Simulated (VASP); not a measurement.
Input of a VASP 6.6.1 run:

Contents of INCAR:

```
  PREC = Accurate
  ENCUT = 600
  EDIFF = 1E-6
  ISMEAR = -1
  SIGMA = 0.1
  LREAL = False
  LASPH = True
  NELM = 200
  ALGO = Normal
  ISIF = 2
  LWAVE = False
  LCHARG = True
  ISPIN = 2
  MAGMOM = 2 2
  LORBIT = 11
  LMAXMIX = 4
  GGA = PE
  LELF = True
  LVHAR = True
  NBANDS = 21
  GGA_COMPAT = False
```

The input KPOINTS:

```
regular mesh
0
Gamma
  6 12 12
```

POSCAR

```
Ni
1.0
    0.0000000000      3.5439000000      3.5439000000
    1.7719500000      0.0000000000      1.7719500000
    1.7719500000      1.7719500000      0.0000000000
Ni
2
Direct
    0.0000000000      0.0000000000      0.0000000000
    0.5000000000      0.0000000000      0.0000000000
```

Potentials or basis: VASP PAW PBE potentials, release 64 (Ni).

Launch:

```console
$ cat potpaw_PBE.64/Ni/POTCAR > POTCAR
$ mpirun -np 1 vasp_std > vasp.out
```

Question: Estimate the net moment.

Answer: 1.28 μB per cell.

Question: Estimate the site moments.

Answer: Ni +0.65 μB.

Question: What does it give for the pressure?

Answer: -3.6 GPa.
